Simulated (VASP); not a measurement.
# Sn in VASP: notebook

Runs on Sn. Level: PBE. Tasks: single point.

Everything below comes from runs of VASP 6.6.1. Logs are shortened: lines on timing, memory, paths and dates and some standing lists are left out, and cuts for length are marked.

### 1 The cell of the first run

Symmetry: Imma, No. 74, orthorhombic system. The conventional cell has a = 5.832 Å, b = 5.832 Å, c = 3.181 Å, α = 90.00°, β = 90.00°, γ = 90.00°. Within 4.0 Å of Sn (site symmetry mm2) lie 10 Sn at 3.01 to 3.80 Å.

### 2 Single point, PBE (atom 1 (Sn) moved by [0.0, 0.0, 0.05] A)

INCAR

```
ALGO = Normal
EDIFF = 1E-6
ENCUT = 520
GGA = PE
ISIF = 2
ISMEAR = -1
LASPH = T
LCHARG = F
LREAL = F
LWAVE = F
NBANDS = 21
NELM = 60
PREC = Accurate
SIGMA = 0.05
```

KPOINTS

```
k-points
0
Gamma
  15 15 15
```

POSCAR

```
Sn
1.0
   -2.9158500000      2.9158500000      1.5906500000
    2.9158500000     -2.9158500000      1.5906500000
    2.9158500000      2.9158500000     -1.5906500000
Sn
2
Direct
    0.0157168453      0.0157168453      0.0000000000
    0.7500000000      0.2500000000      0.5000000000
```

Potentials or basis: VASP PAW PBE potentials, release 64 (Sn_d).

The run is started by

```
$ cat potpaw_PBE.64/Sn_d/POTCAR > POTCAR
$ mpirun -np 1 vasp_std > vasp.out
```

OUTCAR:

```text
EDIFF = 1E-6
   ENCUT = 520
   GGA = PE
   ISIF = 2
   ISMEAR = -1
   LASPH = T
   LREAL = F
   NELM = 60
   PREC = Accurate

 ion  position               nearest neighbor table
   1  0.016  0.016  0.000-   2 3.01   2 3.01   2 3.04   2 3.04   2 3.74   2 3.74
   2  0.750  0.250  0.500-   1 3.01   1 3.01   1 3.04   1 3.04   1 3.74   1 3.74

  LATTYP: Found a body centered tetragonal cell.
 ALAT       =     5.8317000000
 C/A-ratio  =     0.5455184595

  Lattice vectors:

 A1 = (  -2.9158500000,   2.9158500000,   1.5906500000)
 A2 = (   2.9158500000,  -2.9158500000,   1.5906500000)
 A3 = (   2.9158500000,   2.9158500000,  -1.5906500000)

Analysis of symmetry for initial positions (statically):
=====================================================================
 Subroutine PRICEL returns:
 Original cell was already a primitive cell.

 Routine SETGRP: Setting up the symmetry group for a
 body centered tetragonal supercell.

 Subroutine GETGRP returns: Found  8 space group operations
 (whereof  4 operations were pure point group operations)
 out of a pool of 16 trial point group operations.

The static configuration has the point symmetry C_2v.
 The point group associated with its full space group is D_2h.

Analysis of symmetry for dynamics (positions and initial velocities):
=====================================================================
 Subroutine PRICEL returns:
 Original cell was already a primitive cell.

 Routine SETGRP: Setting up the symmetry group for a
 body centered tetragonal supercell.

 Subroutine GETGRP returns: Found  8 space group operations
 (whereof  4 operations were pure point group operations)
 out of a pool of 16 trial point group operations.

The dynamic configuration has the point symmetry C_2v.
 The point group associated with its full space group is D_2h.

 Subroutine INISYM returns: Found  8 space group operations
 (whereof  4 operations are pure point group operations),
 and found     1 'primitive' translations

----------------------------------------------------------------------------------------

                                     Primitive cell

  volume of cell :      54.0960

  direct lattice vectors                    reciprocal lattice vectors
    -2.915850000  2.915850000  1.590650000     0.000000000  0.171476585  0.314336906
     2.915850000 -2.915850000  1.590650000     0.171476585  0.000000000  0.314336906
     2.915850000  2.915850000 -1.590650000     0.171476585  0.171476585  0.000000000

  length of vectors
     4.419788441  4.419788441  4.419788441     0.358066907  0.358066907  0.242504512

  position of ions in fractional coordinates (direct lattice)
     0.015716845  0.015716845  0.000000000
     0.750000000  0.250000000  0.500000000

  ion indices of the primitive-cell ions
   primitive index   ion index
                 1           1
                 2           2

----------------------------------------------------------------------------------------

 KPOINTS: k-points

Automatic generation of k-mesh.
 Grid dimensions read from file:
 generate k-points for:   15   15   15

 Generating k-lattice:

  Cartesian coordinates                     Fractional coordinates (reciprocal lattice)
     0.000000000  0.011431772  0.020955794     0.066666667  0.000000000  0.000000000
     0.011431772  0.000000000  0.020955794     0.000000000  0.066666667  0.000000000
     0.011431772  0.011431772  0.000000000     0.000000000  0.000000000  0.066666667

  Length of vectors
     0.023871127  0.023871127  0.016166967

  Shift w.r.t. Gamma in fractional coordinates (k-lattice)
     0.000000000  0.000000000  0.000000000

 Subroutine IBZKPT returns following result:
 ===========================================

 Found    512 irreducible k-points:

 Following reciprocal coordinates:
            Coordinates               Weight
  0.000000  0.000000  0.000000      1.000000
  0.066667 -0.000000  0.000000      4.000000
  0.066667 -0.000000 -0.066667      4.000000
  0.133333  0.000000  0.000000      4.000000
  0.133333  0.000000 -0.133333      4.000000
  0.200000 -0.000000  0.000000      4.000000
[... 16 lines left out ...]
  0.333333  0.066667  0.000000      8.000000
  0.400000 -0.000000 -0.333333      8.000000
 [... further k-points ...]
   k-points           NKPTS =    512   k-points in BZ     NKDIM =    512   number of bands    NBANDS=     21
   number of dos      NEDOS =    301   number of ions     NIONS =      2
   total plane-waves  NPLWV =  46656
   dimension x,y,z NGX =    36 NGY =   36 NGZ =   36
   dimension x,y,z NGXF=    72 NGYF=   72 NGZF=   72
   ions per type =               2
   NGX,Y,Z   is equivalent  to a cutoff of  13.54, 13.54, 13.54 a.u.
   NGXF,Y,Z  is equivalent  to a cutoff of  27.08, 27.08, 27.08 a.u.
 SYSTEM =  unknown system
   PREC   = accura    normal or accurate (medium, high low for compatibility)
   ISTART =      0    job   : 0-new  1-cont  2-samecut
   ICHARG =      2    charge: 1-file 2-atom 10-const
   ISPIN  =      1    spin polarized calculation?
   LNONCOLLINEAR =      F non collinear calculations
   LSORBIT =      F    spin-orbit coupling
   LASPH  =      T    aspherical Exc in radial PAW
   ENCUT  =  520.0 eV  38.22 Ry    6.18 a.u.   8.22  8.22  8.22*2*pi/ulx,y,z
   NELM   =     60;   NELMIN=  2; NELMDL= -5     # of ELM steps
   EDIFF  = 0.1E-05   stopping-criterion for ELM
   LREAL  =      F    real-space projection
   EDIFFG = 0.1E-04   stopping-criterion for IOM
   NSW    =      0    number of steps for IOM
   IBRION =     -1    ionic relax: 0-MD 1-quasi-New 2-CG
   NFREE  =      0    steps in history (QN), initial steepest desc. (CG)
   ISIF   =      2    stress and relaxation
   ISYM   =      2    0-nonsym 1-usesym 2-fastsym
   POTIM  = 0.5000    time-step for ionic-motion
   TEBEG  =    0.0;   TEEND  =   0.0 temperature during run
   PSTRESS=    0.0 pullay stress
   NELECT =      28.0000    total number of electrons
   NUPDOWN=      -1.0000    fix difference up-down
   EMIN   =  10.00;   EMAX   =-10.00  energy-range for DOS
   EFERMI =   0.00;   METHOD = LEGACY
   ISMEAR =    -1;   SIGMA  =   0.05  broadening in eV -4-tet -1-fermi 0-gaus
   EFERMI_NEDOS =   21; number of points for ismear=-14 and -15
   IALGO  =     38    algorithm
   IMIX   =      4    mixing-type and parameters
     AMIX     =   0.40;   BMIX     =  1.00
     AMIX_MAG =   1.60;   BMIX_MAG =  1.00
  volume/ion in A,a.u.               =      27.05       182.53
  Fermi-wavevector in a.u.,A,eV,Ry     =   1.314435  2.483922 23.507328  1.727740
  Thomas-Fermi vector in A             =   2.444688
   LORBIT       =      0    0 simple, 1 ext, 2 COOP (PROOUT), +10 PAW based schemes
   GGA     = PE    functional components
   LHFCALC =     F    Hartree Fock is set to
   AEXX    =    0.0000 exact exchange contribution
   IVDW    =     0    specifies the selected vdW correction
   LEPSILON=     F    determine dielectric tensor
   LRPA    =     F    only Hartree local field effects (RPA)
 non-spin polarized calculation
  energy-cutoff  :      520.00
  volume of cell :       54.10
 maximum number of plane-waves:      1476
 NGX is ok and might be reduce to    36
   NGX = 17   NGY = 17   NGZ = 17

 number of electron      28.0000002 magnetization

 Free energy of the ion-electron system (eV)
  ---------------------------------------------------
  ext. energy  EPLUGINS =         0.00000000
  ---------------------------------------------------
  free energy    TOTEN  =        -7.59135784 eV

  energy without entropy =       -7.58378648  energy(sigma->0) =       -7.58757216

 E-fermi :   8.0177     XC(G=0): -10.3209

 val. band max:        8.0155308106   @ k =  -0.4000  -0.4000   0.2667
 cond. band min:       8.0178727563   @ k =  -0.2000  -0.1333   0.1333
 fundamental gap:      0.0023419457
 Fermi energy:         8.0177378042

 k-point     1 :       0.0000    0.0000    0.0000
  band No.  band energies     occupation
      1     -13.6483      2.00000
      2     -13.5605      2.00000
      3     -13.5195      2.00000
      4     -13.5067      2.00000
      5     -13.3662      2.00000
      6     -13.3539      2.00000
[... 13 lines left out ...]
     20      17.8960      0.00000
     21      18.5649      0.00000

 k-point     2 :       0.0667   -0.0000    0.0000
  band No.  band energies     occupation
      1     -13.6452      2.00000
      2     -13.5516      2.00000
      3     -13.5162      2.00000
      4     -13.4960      2.00000
      5     -13.3706      2.00000
      6     -13.3615      2.00000
[... 13 lines left out ...]
     20      17.6660      0.00000
     21      17.8315      0.00000

 k-point     3 :       0.0667   -0.0000   -0.0667
  band No.  band energies     occupation
      1     -13.6456      2.00000
      2     -13.5516      2.00000
      3     -13.5163      2.00000
      4     -13.4962      2.00000
      5     -13.3698      2.00000
      6     -13.3629      2.00000
[... 13 lines left out ...]
     20      17.6698      0.00000
     21      17.7934      0.00000

 k-point     4 :       0.1333    0.0000    0.0000
  band No.  band energies     occupation
      1     -13.6360      2.00000
      2     -13.5271      2.00000
      3     -13.5067      2.00000
      4     -13.4683      2.00000
      5     -13.3828      2.00000
      6     -13.3719      2.00000
[... 13 lines left out ...]
     20      16.5766      0.00000
     21      16.7749      0.00000

 k-point     5 :       0.1333    0.0000   -0.1333
  band No.  band energies     occupation
      1     -13.6374      2.00000
      2     -13.5275      2.00000
      3     -13.5071      2.00000
      4     -13.4695      2.00000
      5     -13.3801      2.00000
      6     -13.3755      2.00000
[... 13 lines left out ...]
     20      16.5965      0.00000
     21      16.6885      0.00000

 k-point     6 :       0.2000   -0.0000    0.0000
  band No.  band energies     occupation
      1     -13.6217      2.00000
      2     -13.4948      2.00000
      3     -13.4926      2.00000
      4     -13.4384      2.00000
      5     -13.3996      2.00000
      6     -13.3739      2.00000
[... 13 lines left out ...]
     20      15.6973      0.00000
     21      16.5110      0.00000

 k-point     7 :       0.2000   -0.0000   -0.2000
  band No.  band energies     occupation
      1     -13.6246      2.00000
      2     -13.4964      2.00000
      3     -13.4938      2.00000
      4     -13.4441      2.00000
      5     -13.4008      2.00000
      6     -13.3687      2.00000
[... 13 lines left out ...]
     20      15.7257      0.00000
     21      16.3973      0.00000
[... 291 lines left out ...]
      1     -13.6161      2.00000
      2     -13.4847      2.00000
      3     -13.4692      2.00000
      4     -13.4274      2.00000
      5     -13.4170      2.00000
      6     -13.3753      2.00000
[... 13 lines left out ...]
     20      15.0859      0.00000
     21      16.2958      0.00000

 k-point    21 :       0.2667    0.0667    0.0000
  band No.  band energies     occupation
      1     -13.5983      2.00000
      2     -13.4726      2.00000
      3     -13.4601      2.00000
      4     -13.4307      2.00000
      5     -13.4240      2.00000
      6     -13.3949      2.00000
[... 13 lines left out ...]
     20      14.6265      0.00000
     21      17.0167      0.00000

 k-point    22 :       0.3333    0.0000   -0.2667
  band No.  band energies     occupation
      1     -13.6030      2.00000
      2     -13.4765      2.00000
      3     -13.4635      2.00000
      4     -13.4406      2.00000
      5     -13.4279      2.00000
      6     -13.3858      2.00000
[... 13 lines left out ...]
     20      14.6926      0.00000
     21      16.9149      0.00000

 k-point    23 :       0.3333    0.0667    0.0000
  band No.  band energies     occupation
      1     -13.5847      2.00000
      2     -13.4765      2.00000
      3     -13.4610      2.00000
      4     -13.4455      2.00000
      5     -13.4187      2.00000
      6     -13.4067      2.00000
[... 13 lines left out ...]
     20      15.3136      0.00000
     21      17.8217      0.00000

 k-point    24 :       0.4000   -0.0000   -0.3333
  band No.  band energies     occupation
      1     -13.5922      2.00000
      2     -13.4825      2.00000
      3     -13.4676      2.00000
      4     -13.4529      2.00000
      5     -13.4236      2.00000
      6     -13.3958      2.00000
[... 13 lines left out ...]
     20      15.3257      0.00000
     21      17.7101      0.00000

 [... further k-points ...]

------------------------ aborting loop because EDIFF is reached ----------------------------------------

  FORCE on cell =-STRESS in cart. coord.  units (eV):
  Direction    XX          YY          ZZ          XY          YZ          ZX
  --------------------------------------------------------------------------------------
  -------------------------------------------------------------------------------------
  Total        0.8364550      1.1453542      0.6475570      0.0000000      0.0000000      0.0000000
  in kB       24.7735476     33.9223089     19.1788964      0.0000000      0.0000000      0.0000000
  external PRESSURE =      25.9582510 kB  Pullay stress =       0.0000000 kB

 VOLUME and BASIS-vectors are now :
 -----------------------------------------------------------------------------
  energy-cutoff  :      520.00
  volume of cell :       54.10
      direct lattice vectors                 reciprocal lattice vectors
    -2.915850000  2.915850000  1.590650000     0.000000000  0.171476585  0.314336906
     2.915850000 -2.915850000  1.590650000     0.171476585  0.000000000  0.314336906
     2.915850000  2.915850000 -1.590650000     0.171476585  0.171476585  0.000000000

 POSITION                                       TOTAL-FORCE (eV/Angst)
 -----------------------------------------------------------------------------------
      0.00000      0.00000      0.05000        -0.000000      0.000000     -0.025487
     -0.00000      2.91585      0.79532         0.000000     -0.000000      0.025487
 -----------------------------------------------------------------------------------
    total drift:                                0.000000      0.000000      0.000019

  FREE ENERGIE OF THE ION-ELECTRON SYSTEM (eV)
  ---------------------------------------------------
  free  energy   TOTEN  =        -7.5913578401 eV

  energy  without entropy=       -7.5837864811  energy(sigma->0) =       -7.58757216
```

Wall time 11 min (1 thread of Intel Xeon 8259CL, shared host); peak memory 0.55 GiB.

What came out:

```
Free energy            : -7.5914 eV
Pressure               : 2.6 GPa
Largest force          : 0.025 eV/Å
Band gap on the k mesh : zero (bands 14 and 15 overlap by 4.34 eV)
```

Forces in eV/Å, atoms in the order of the input:
```
Sn   0.000  0.000 -0.025
Sn   0.000  0.000  0.025
```

Stress tensor (GPa, compression positive):
```
2.48 0.00 0.00
0.00 3.39 0.00
0.00 0.00 1.92
```

Caveat: the cell differs from its parent crystal (atom 1 (Sn) moved by [0.0, 0.0, 0.05] A); spin-orbit coupling is left out, which moves the levels of the heavy elements.

### 3 Single point, PBE (equal xy, yz and zx shear strains of -1 %)

INCAR

```
PREC = Accurate
ENCUT = 520
EDIFF = 1E-7
ISMEAR = -1
SIGMA = 0.05
LREAL = False
LASPH = True
NELM = 60
ALGO = Normal
ISIF = 2
LWAVE = False
LCHARG = False
GGA = PE
NBANDS = 21
```

KPOINTS

```
Automatic mesh
0
Gamma
  15 15 15
```

POSCAR

```
Sn
1.0
   -2.9383825000      2.9224760000      1.5906500000
    2.9224760000     -2.9383825000      1.5906500000
    2.9092240000      2.9092240000     -1.6198085000
Sn
2
Direct
    0.0000000000      0.0000000000      0.0000000000
    0.7500000000      0.2500000000      0.5000000000
```

Potentials or basis: VASP PAW PBE potentials, release 64 (Sn_d).

The run is started by

```
$ cat potpaw_PBE.64/Sn_d/POTCAR > POTCAR
$ mpirun -np 1 vasp_std > vasp.out
```

Run time: 29 min. Hardware: 1 thread of Oxide Virtual Turin-like, shared host; peak memory 0.8 GiB.

It converged, with:

```
Free energy            : -7.5905 eV
Pressure               : 2.6 GPa
Largest force          : 0.033 eV/Å
Band gap on the k mesh : zero (bands 14 and 15 overlap by 4.35 eV)
```

Forces in eV/Å, atoms in the order of the input:
```
Sn   0.024 -0.024  0.000
Sn  -0.024  0.024  0.000
```

Stress tensor (GPa, compression positive):
```
2.94 0.26 0.30
0.26 2.94 0.30
0.30 0.30 1.93
```

Levels at points of the mesh, in eV from the Fermi level:
```
           k point  band 11  band 12  band 13  band 14  band 15  band 16  band 17  band 18
(0.00, 0.00, 0.00)   -11.16    -3.61    -2.06    -1.91     2.97     6.24     6.28     6.84
```

Caveat: the cell differs from its parent crystal (equal xy, yz and zx shear strains of -1 %); spin-orbit coupling is left out, which moves the levels of the heavy elements.
